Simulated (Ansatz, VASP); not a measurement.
## Two plane-wave programs on FeCo

The input INCAR:

```
  PREC = Accurate
  ENCUT = 600
  EDIFF = 1E-7
  ISMEAR = 0
  SIGMA = 0.1
  LREAL = F
  LASPH = T
  NELM = 200
  ALGO = Normal
  ISIF = 3
  LWAVE = F
  LCHARG = F
  ISPIN = 2
  MAGMOM = 3.09 2.02
  LORBIT = 11
  LMAXMIX = 4
  GGA = PE
  IVDW = 12
  IBRION = 2
  NSW = 70
  EDIFFG = -0.005
  GGA_COMPAT = F
  NELMIN = 4
```

File KPOINTS:

```
regular mesh
0
Gamma
  14 14 14
```

POSCAR

```
FeCo
1.0
    2.8448778431      0.0000000000      0.0000000000
    0.0000000000      2.8448778431      0.0000000000
    0.0000000000      0.0000000000      2.8448778431
Fe Co
1 1
Direct
    0.5000000000      0.5000000000      0.5000000000
    0.0000000000      0.0000000000      0.0000000000
```

Input for Ansatz:

```yaml
crystal:
  lattice:
    - [2.8448778431, 0.0, 0.0]
    - [0.0, 2.8448778431, 0.0]
    - [0.0, 0.0, 2.8448778431]
  atoms:
    - { symbol: Fe, position: [0.5, 0.5, 0.5], spin: 3.09 }
    - { symbol: Co, position: [0.0, 0.0, 0.0], spin: 2.02 }
basis:
  ecutwfc: 420
kpoints:
  mp_grid: { grid: [14, 14, 14] }
hamiltonian:
  xc: pbe
  dispersion: d3bj
scf:
  occupations: { method: gaussian, width: 0.1 }
output:
  forces: true
  stress: true
  eigenvalues: true
  populations: true
  write_density: true
  write_potential: true
  elf: true
  volumetric_format: npy
magnetization:
  spin_polarized: true
relax:
  adjacent_minimum: "off"
  f_tol: 0.005
  max_steps: 50
  cell: { stress_tol: 0.05 }
```

Alike in both runs: task relaxation of cell and atoms; functional PBE; dispersion D3(BJ); k mesh 14 × 14 × 14; occupations gaussian, width 0.1 eV; collinear spin.

```csv
,VASP,Ansatz
version,VASP 6.6.1,Ansatz 0.2.0
potentials or method,"VASP PAW PBE potentials, release 64 (Fe, Co), cutoff 600 eV","scalar-relativistic, plane waves, PAW"
valence electrons in the cell,17,33
```

Ansatz gave:

| Property | Result |
| --- | --- |
| gap on the k mesh at the Fermi level, each at its own relaxed structure (eV) | none |
| net moment per atom (μB) | 2.26 |
| size of the moment on the site where the two differ most (μB) | 1.83 |
| relaxed volume (Å³/atom) | 11.21 |
| relaxed length of the cell vector where the two differ most in proportion (Å) | 2.820 |

Problem. Estimate VASP's values.

Solution. gap on the k mesh at the Fermi level, each at its own relaxed structure (eV): none; net moment per atom (μB): 2.25; size of the moment on the site where the two differ most (μB): 1.76; relaxed volume (Å³/atom): 11.17; relaxed length of the cell vector where the two differ most in proportion (Å): 2.817.

Site moments also hang on the region over which each program counts them. A gap of «none» marks a metal or a gap that the smearing closes. VASP's potentials hold 17 valence electrons a cell and Ansatz's 33, so a difference there can come from the potentials and not from the codes.
